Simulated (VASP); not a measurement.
Crystal: Ni.

```
Ni
1.0
     2.44802    0.00000    0.00000
    -1.22401    2.12005    0.00000
     0.00000    0.00000    4.07281
Ni
2
Direct
  0.66667 0.33333 0.75000
  0.33333 0.66667 0.25000
```

This isn't the form of Ni at room conditions, which is fcc.

| Quantity | Value |
| --- | --- |
| Program | VASP 6.6.1 |
| Task | relaxation of cell and atoms |
| Functional | PBEsol |
| Potentials or basis | VASP PAW PBE potentials, release 64 (Ni) |
| Cutoff | 600 eV |
| k mesh | 12 × 12 × 7 |
| Occupations | fermi-dirac, width 0.05 eV |
| Spin | collinear spin, ferromagnetic start |
| Starting moments | [1.0, 1.0] μB |

At the start: pressure -3.2 GPa; volume 10.57 Å³/atom.

Q: How do energy, volume and symmetry change on relaxing?

A: Over 5 steps the energy falls by 2.9 meV/atom and the volume is 10.41 Å³/atom (-1.5 %); space group P6_3/mmc (No. 194, to 0.1 Å) before and after; moment 1.27 μB per cell.

Step by step:
```
step  energy change (eV)  largest force (eV/Å)  pressure (GPa)  volume (Å³)
   1              0.0000                0.0000           -3.20        21.14
   2             -0.0020                0.0000            3.69        20.50
   3             -0.0049                0.0000            0.57        20.77
   4             -0.0058                0.0000            0.07        20.82
   5             -0.0059                0.0000           -0.02        20.83
```

Final structure:
```
Ni
1.0
     2.44928    0.00000    0.00000
    -1.22464    2.12114    0.00000
     0.00000    0.00000    4.00928
Ni
2
Direct
  0.66667 0.33333 0.75000
  0.33333 0.66667 0.25000
```

Caveat: the PAW data sets were made with another functional, which shifts forces and pressure a little.
